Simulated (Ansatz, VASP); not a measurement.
Two plane-wave programs on Mg2BeSeO2

```
CELL_PARAMETERS angstrom
3.06715 0.00000 0.00000
0.00000 3.06715 0.00000
0.00000 0.00000 9.74043
ATOMIC_POSITIONS crystal
Mg 0.50000 0.00000 0.60452
Mg 0.00000 0.50000 0.39548
Be 0.50000 0.50000 0.00000
Se 0.00000 0.00000 0.00000
O 0.50000 0.00000 0.38935
O 0.00000 0.50000 0.61065
```

Change from the starting cell: species swapped into the Nd2FeSi2Ru type (P-4m2, No. 115).

Alike in both runs: task relaxation of cell and atoms; functional PBE; k mesh 12 × 12 × 4; occupations gaussian, width 0.1 eV; no spin polarisation.

|  | VASP | Ansatz |
| --- | --- | --- |
| version | VASP 6.6.1 | Ansatz 0.2.0 |
| potentials or method | VASP PAW PBE potentials, release 64 (Mg, Be, Se, O), cutoff 600 eV | scalar-relativistic, plane waves, PAW |
| valence electrons in the cell | 24 | 50 |

|  | VASP | Ansatz | Ansatz less VASP |
| --- | --- | --- | --- |
| gap on the k mesh at the Fermi level, each at its own relaxed structure (eV) | none | none | - |
| relaxed volume (Å³/atom) | 15.24 | 15.71 | +0.475 |
| relaxed cell length with the largest relative difference (Å) | 9.743 | 10.033 | +0.2899 |

A gap of «none» marks a metal or a gap that the smearing closes. VASP's potentials hold 24 valence electrons a cell and Ansatz's 50, so a difference there can come from the potentials and not from the codes.
